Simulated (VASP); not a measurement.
Runs of VASP 6.6.1 on BN. It takes space group F-43m (No. 216, cubic). The conventional cell has a = 3.610 Å, b = 3.610 Å, c = 3.610 Å, α = 90.00°, β = 90.00°, γ = 90.00°. Within 2.1 Å of B (site symmetry -43m) lie 4 N at 1.56 Å. Within 2.1 Å of N (site symmetry -43m) lie 4 B at 1.56 Å. 

```tsv
level	k mesh	grid for exact exchange (PRECFOCK)	share of exact exchange	screening parameter	gap on the mesh (eV)	pressure (GPa)
PBE-based global hybrid with 15 % exact exchange	6 × 6 × 6	Normal	0.15	-	5.72	-0.4
HSE06	6 × 6 × 6	Normal	0.25	0.2079 1/Å	5.78	-3.9
r2SCAN	8 × 8 × 8	-	-	-	4.98	1.1
PBE-based screened hybrid with 40 % exact exchange	6 × 6 × 6	Normal	0.4	0.3 1/Å	6.21	(b)
PBE-based screened hybrid with 5 % exact exchange	6 × 6 × 6	Normal	0.05	0.2078 1/Å	4.72	(a)
```

Alike in all rows: task single point; potentials or basis VASP PAW PBE potentials, release 64 (B, N); no spin polarisation; cell as given; cutoff (eV) 520; smearing gaussian 0.01 eV.

Task: Estimate the missing entries.

Result: (a) 3.2; (b) -8.5.

Caveats: some runs use coarse meshes; the PAW data sets were made with another functional, which shifts forces and pressure a little.

A k mesh can miss the band edges.
